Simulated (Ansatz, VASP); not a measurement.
# Ta in VASP and in Ansatz

```xyz
1
Lattice="-1.5560 1.5560 1.6768 1.5560 -1.5560 1.6768 1.5560 1.5560 -1.6768" Properties=species:S:1:pos:R:3 pbc="T T T"
Ta    0.0000    0.0000    0.0000
```

Alike in both runs: task single point; functional PBEsol; k mesh 22 × 22 × 22; occupations gaussian, width 0.15 eV; no spin polarisation.

```csv
,VASP,Ansatz
version,VASP 6.6.1,Ansatz 0.2.0
potentials or method,"VASP PAW PBE potentials, release 64 (Ta_pv), cutoff 520 eV","scalar-relativistic, plane waves, PAW"
valence electrons in the cell,11,13
```

```tsv
	VASP	Ansatz	Ansatz less VASP
gap on the k mesh at the Fermi level (eV)	none	none	-
pressure (GPa)	21.5	21.0	-0.47
traceless stress, the component that is largest in VASP (GPa)	-7.50	-7.49	+0.003
```

VASP's potentials were made for PBE, not for PBEsol, and Ansatz warns of the same on its side. A gap of «none» marks a metal or a gap that the smearing closes. VASP's potentials hold 11 valence electrons a cell and Ansatz's 13, so a difference there can come from the potentials and not from the codes.

Neither program's run includes spin-orbit coupling.
